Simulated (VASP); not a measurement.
# Ti9O in VASP: single point with PBE

Aim: the single point of Ti9O with PBE.

Program: VASP 6.6.1. These are calculated values, not measurements. Logs are shortened: lines on timing, memory, paths and dates and some standing lists are left out, and cuts for length are marked.

## Step 1: The cell of the first run

The cell holds a slab with vacuum, 10 atoms: a = 2.832 Å, b = 7.932 Å, c = 19.927 Å, α = 90.00°, β = 90.00°, γ = 90.00°.

## Step 2: Single point, PBE

The input, INCAR:

```
SYSTEM = Ti9O
PREC = Accurate ; ENCUT = 520
EDIFF = 1E-6 ; ISMEAR = 0
SIGMA = 0.1 ; LREAL = .False.
LASPH = .True. ; NELM = 60
ALGO = Normal ; ISIF = 2
LWAVE = .False. ; LCHARG = .False.
LDIPOL = .True. ; IDIPOL = 3
DIPOL = 0.5 0.5 0.329 ; GGA = PE
NBANDS = 68
```

The input, KPOINTS:

```
Automatic mesh
0
Gamma
  9 4 1
  0 0 0
```

The input, POSCAR:

```
Ti9O
1.0
    2.8319727881      0.0000000000      0.0000000000
    0.0000000000      7.9316622551      0.0000000000
    0.0000000000      0.0000000000     19.9268841162
Ti O
9 1
Direct
    0.0000000000      0.5000000000      0.2007338416
    0.5000000000      0.1666666667      0.2007338416
    0.5000000000      0.8333333333      0.2007338416
    0.0000000000      0.0000000000      0.3122110455
    0.5000000000      0.6684928875      0.3108725352
    0.5000000000      0.3315071125      0.3108725352
    0.0000000000      0.5000000000      0.4177589340
    0.5000000000      0.1666364294      0.4228902054
    0.5000000000      0.8333635706      0.4228902054
    0.8333333333      0.1666364294      0.4933066261
```

Potentials or basis: VASP PAW PBE potentials, release 64 (Ti_sv, O).

On the command line:

```
cat potpaw_PBE.64/Ti_sv/POTCAR potpaw_PBE.64/O/POTCAR > POTCAR
mpirun -np 1 vasp_std > vasp.out
```

OUTCAR:

```text
SYSTEM = Ti9O
   PREC = Accurate
   ENCUT = 520
   EDIFF = 1E-6
   ISMEAR = 0
   LREAL = .False.
   LASPH = .True.
   NELM = 60
   ISIF = 2
   GGA = PE

 ion  position               nearest neighbor table
   1  0.000  0.500  0.201-
   2  0.500  0.167  0.201-   6 2.55   3 2.64
   3  0.500  0.833  0.201-   5 2.55   2 2.64
   4  0.000  0.000  0.312-
   5  0.500  0.668  0.311-   3 2.55   9 2.59   6 2.67   7 2.89   7 2.89
   6  0.500  0.332  0.311-   2 2.55   8 2.59   5 2.67   7 2.89   7 2.89
   7  0.000  0.500  0.418-   5 2.89   6 2.89   5 2.89   6 2.89
   8  0.500  0.167  0.423-  10 1.69  10 2.35   6 2.59   9 2.64
   9  0.500  0.833  0.423-   5 2.59   8 2.64
  10  0.833  0.167  0.493-   8 1.69   8 2.35

  LATTYP: Found a simple orthorhombic cell.
 ALAT       =     2.8319727881
 B/A-ratio  =     2.8007551091
 C/A-ratio  =     7.0363967479

  Lattice vectors:

 A1 = (   2.8319727881,   0.0000000000,   0.0000000000)
 A2 = (   0.0000000000,   7.9316622551,   0.0000000000)
 A3 = (   0.0000000000,   0.0000000000,  19.9268841162)

Analysis of symmetry for initial positions (statically):
=====================================================================
 Subroutine PRICEL returns:
 Original cell was already a primitive cell.

 Routine SETGRP: Setting up the symmetry group for a
 simple orthorhombic supercell.

 Subroutine GETGRP returns: Found  1 space group operations
 (whereof  1 operations were pure point group operations)
 out of a pool of  8 trial point group operations.

The static configuration has the point symmetry C_1 .

Analysis of symmetry for dynamics (positions and initial velocities):
=====================================================================
 Subroutine PRICEL returns:
 Original cell was already a primitive cell.

 Routine SETGRP: Setting up the symmetry group for a
 simple orthorhombic supercell.

 Subroutine GETGRP returns: Found  1 space group operations
 (whereof  1 operations were pure point group operations)
 out of a pool of  8 trial point group operations.

The dynamic configuration has the point symmetry C_1 .

 Subroutine INISYM returns: Found  1 space group operations
 (whereof  1 operations are pure point group operations),
 and found     1 'primitive' translations

----------------------------------------------------------------------------------------

                                     Primitive cell

  volume of cell :     447.6027

  direct lattice vectors                    reciprocal lattice vectors
     2.831972788  0.000000000  0.000000000     0.353110738  0.000000000  0.000000000
     0.000000000  7.931662255  0.000000000     0.000000000  0.126076977  0.000000000
     0.000000000  0.000000000 19.926884116     0.000000000  0.000000000  0.050183460

  length of vectors
     2.831972788  7.931662255 19.926884116     0.353110738  0.126076977  0.050183460

  position of ions in fractional coordinates (direct lattice)
     0.000000000  0.500000000  0.200733842
     0.500000000  0.166666667  0.200733842
     0.500000000  0.833333333  0.200733842
     0.000000000  0.000000000  0.312211045
     0.500000000  0.668492888  0.310872535
     0.500000000  0.331507112  0.310872535
     0.000000000  0.500000000  0.417758934
     0.500000000  0.166636429  0.422890205
     0.500000000  0.833363571  0.422890205
     0.833333333  0.166636429  0.493306626

  ion indices of the primitive-cell ions
   primitive index   ion index
                 1           1
                 2           2
                 3           3
                 4           4
                 5           5
                 6           6
                 7           7
                 8           8
                 9           9
                10          10

----------------------------------------------------------------------------------------

 KPOINTS: Automatic mesh

Automatic generation of k-mesh.
 Grid dimensions read from file:
 generate k-points for:    9    4    1

 Generating k-lattice:

  Cartesian coordinates                     Fractional coordinates (reciprocal lattice)
     0.039234526  0.000000000  0.000000000     0.111111111  0.000000000  0.000000000
     0.000000000  0.031519244  0.000000000     0.000000000  0.250000000  0.000000000
     0.000000000  0.000000000  0.050183460     0.000000000  0.000000000  1.000000000

  Length of vectors
     0.039234526  0.031519244  0.050183460

  Shift w.r.t. Gamma in fractional coordinates (k-lattice)
     0.000000000  0.000000000  0.000000000

 Subroutine IBZKPT returns following result:
 ===========================================

 Found     19 irreducible k-points:

 Following reciprocal coordinates:
            Coordinates               Weight
  0.000000  0.000000  0.000000      1.000000
  0.111111  0.000000  0.000000      2.000000
  0.222222  0.000000  0.000000      2.000000
  0.333333  0.000000  0.000000      2.000000
  0.444444  0.000000  0.000000      2.000000
  0.000000  0.250000  0.000000      2.000000
[... 11 lines left out ...]
  0.333333  0.500000  0.000000      2.000000
  0.444444  0.500000  0.000000      2.000000
   k-points           NKPTS =     19   k-points in BZ     NKDIM =     19   number of bands    NBANDS=     68
   number of dos      NEDOS =    301   number of ions     NIONS =     10
   total plane-waves  NPLWV = 216000
   dimension x,y,z NGX =    24 NGY =   60 NGZ =  150
   dimension x,y,z NGXF=    48 NGYF=  120 NGZF=  300
   ions per type =               9   1
   NGX,Y,Z   is equivalent  to a cutoff of  14.09, 12.58, 12.51 a.u.
   NGXF,Y,Z  is equivalent  to a cutoff of  28.18, 25.15, 25.03 a.u.
 SYSTEM =  Ti9O
   PREC   = accura    normal or accurate (medium, high low for compatibility)
   ISTART =      0    job   : 0-new  1-cont  2-samecut
   ICHARG =      2    charge: 1-file 2-atom 10-const
   ISPIN  =      1    spin polarized calculation?
   LNONCOLLINEAR =      F non collinear calculations
   LSORBIT =      F    spin-orbit coupling
   LASPH  =      T    aspherical Exc in radial PAW
   ENCUT  =  520.0 eV  38.22 Ry    6.18 a.u.   5.27 14.75 37.05*2*pi/ulx,y,z
   NELM   =     60;   NELMIN=  2; NELMDL= -5     # of ELM steps
   EDIFF  = 0.1E-05   stopping-criterion for ELM
   LREAL  =      F    real-space projection
   EDIFFG = 0.1E-04   stopping-criterion for IOM
   NSW    =      0    number of steps for IOM
   IBRION =     -1    ionic relax: 0-MD 1-quasi-New 2-CG
   NFREE  =      0    steps in history (QN), initial steepest desc. (CG)
   ISIF   =      2    stress and relaxation
   ISYM   =      2    0-nonsym 1-usesym 2-fastsym
   POTIM  = 0.5000    time-step for ionic-motion
   TEBEG  =    0.0;   TEEND  =   0.0 temperature during run
   PSTRESS=    0.0 pullay stress
   NELECT =     114.0000    total number of electrons
   NUPDOWN=      -1.0000    fix difference up-down
   EMIN   =  10.00;   EMAX   =-10.00  energy-range for DOS
   EFERMI =   0.00;   METHOD = LEGACY
   ISMEAR =     0;   SIGMA  =   0.10  broadening in eV -4-tet -1-fermi 0-gaus
   EFERMI_NEDOS =   21; number of points for ismear=-14 and -15
   IALGO  =     38    algorithm
   IMIX   =      4    mixing-type and parameters
     AMIX     =   0.40;   BMIX     =  1.00
     AMIX_MAG =   1.60;   BMIX_MAG =  1.00
  volume/ion in A,a.u.               =      44.76       302.06
  Fermi-wavevector in a.u.,A,eV,Ry     =   1.037717  1.961001 14.651520  1.076856
  Thomas-Fermi vector in A             =   2.172168
   LORBIT       =      0    0 simple, 1 ext, 2 COOP (PROOUT), +10 PAW based schemes
   GGA     = PE    functional components
   LHFCALC =     F    Hartree Fock is set to
   AEXX    =    0.0000 exact exchange contribution
   IVDW    =     0    specifies the selected vdW correction
   LEPSILON=     F    determine dielectric tensor
   LRPA    =     F    only Hartree local field effects (RPA)
 non-spin polarized calculation
 Gauss-broadening in eV      SIGMA  =   0.10
  energy-cutoff  :      520.00
  volume of cell :      447.60
 maximum number of plane-waves:     12087
 NGX is ok and might be reduce to    24
   NGX = 11   NGY = 29   NGZ = 75

 dipolmoment           0.000000      0.000000     -0.811021 electrons x Angstroem

 number of electron     113.9999963 magnetization

 dipolmoment           0.000000      0.000000      0.077999 electrons x Angstroem

 Free energy of the ion-electron system (eV)
  ---------------------------------------------------
  ext. energy  EPLUGINS =         0.00000000
  ---------------------------------------------------
  free energy    TOTEN  =       -73.48232392 eV

  energy without entropy =      -73.41196483  energy(sigma->0) =      -73.44714437

 E-fermi :   0.1335     XC(G=0):  -5.0655

 val. band max:        0.1261597555   @ k =   0.2222   0.5000   0.0000
 cond. band min:       0.1407314753   @ k =   0.3333   0.0000   0.0000
 fundamental gap:      0.0145717198
 Fermi energy:         0.1335455554

 k-point     1 :       0.0000    0.0000    0.0000
  band No.  band energies     occupation
      1     -56.9808      2.00000
      2     -56.8891      2.00000
      3     -56.7512      2.00000
      4     -56.6277      2.00000
      5     -56.6021      2.00000
      6     -56.5409      2.00000
[... 60 lines left out ...]
     67       1.3080      0.00000
     68       1.3597      0.00000

 k-point     2 :       0.1111    0.0000    0.0000
  band No.  band energies     occupation
      1     -56.9742      2.00000
      2     -56.8825      2.00000
      3     -56.7447      2.00000
      4     -56.6206      2.00000
      5     -56.5954      2.00000
      6     -56.5346      2.00000
[... 1196 lines left out ...]
     67       1.2130      0.00000
     68       1.3062      0.00000

 k-point    19 :       0.4444    0.5000    0.0000
  band No.  band energies     occupation
      1     -56.9253      2.00000
      2     -56.8339      2.00000
      3     -56.6970      2.00000
      4     -56.5693      2.00000
      5     -56.5440      2.00000
      6     -56.4908      2.00000
[... 60 lines left out ...]
     67       1.3663      0.00000
     68       1.4388      0.00000

------------------------ aborting loop because EDIFF is reached ----------------------------------------

 vacuum level on the upper side and lower side of the slab       (xc-potential included)         0.154        -0.461

  FORCE on cell =-STRESS in cart. coord.  units (eV):
  Direction    XX          YY          ZZ          XY          YZ          ZX
  --------------------------------------------------------------------------------------
  -------------------------------------------------------------------------------------
  Total       -2.1814923      0.3091547      2.0963437     -0.5493098      0.3896004      3.0124751
  in kB       -7.8085712      1.1066079      7.5037851     -1.9662342      1.3945603     10.7830437
  external PRESSURE =       0.2672739 kB  Pullay stress =       0.0000000 kB

 VOLUME and BASIS-vectors are now :
 -----------------------------------------------------------------------------
  energy-cutoff  :      520.00
  volume of cell :      447.60
      direct lattice vectors                 reciprocal lattice vectors
     2.831972788  0.000000000  0.000000000     0.353110738  0.000000000  0.000000000
     0.000000000  7.931662255  0.000000000     0.000000000  0.126076977  0.000000000
     0.000000000  0.000000000 19.926884116     0.000000000  0.000000000  0.050183460

 POSITION                                       TOTAL-FORCE (eV/Angst)
 -----------------------------------------------------------------------------------
      0.00000      3.96583      4.00000         0.003938     -0.001372      0.209827
      1.41599      1.32194      4.00000         0.006510      0.010867     -0.050079
      1.41599      6.60972      4.00000         0.001096     -0.015132     -0.082403
      0.00000      0.00000      6.22139        -0.079476     -0.396248     -0.571510
      1.41599      5.30226      6.19472         0.003368     -0.123172     -0.213570
      1.41599      2.62940      6.19472        -0.056657      0.446070     -0.236514
      0.00000      3.96583      8.32463        -0.129628      0.283969     -0.087786
      1.41599      1.32170      8.42688        -1.917793      0.109626      0.694704
      1.41599      6.60996      8.42688         0.203893     -0.486124      0.165249
      2.35998      1.32170      9.83006         1.964750      0.171517      0.172082
 -----------------------------------------------------------------------------------
    total drift:                                0.000011      0.000021      0.001325

  FREE ENERGIE OF THE ION-ELECTRON SYSTEM (eV)
  ---------------------------------------------------
  free  energy   TOTEN  =       -73.4823239160 eV

  energy  without entropy=      -73.4119648302  energy(sigma->0) =      -73.44714437

 vacuum level on the upper side and lower side of the slab         5.010         4.357
```

Wall time 18 min (1 thread of Intel Xeon 6975P-C (Granite Rapids), shared host); peak memory 0.71 GiB.

Results:

| Property | Result |
| --- | --- |
| Free energy | -73.4823 eV |
| Largest force | 2.043 eV/Å |
| Band gap on the k mesh | zero (bands 57 and 58 overlap by 0.23 eV) |

Forces on the atoms (eV/Å):
```
Ti   0.004 -0.001  0.210
Ti   0.007  0.011 -0.050
Ti   0.001 -0.015 -0.082
Ti  -0.079 -0.396 -0.572
Ti   0.003 -0.123 -0.214
Ti  -0.057  0.446 -0.237
Ti  -0.130  0.284 -0.088
Ti  -1.918  0.110  0.695
Ti   0.204 -0.486  0.165
O    1.965  0.172  0.172
```
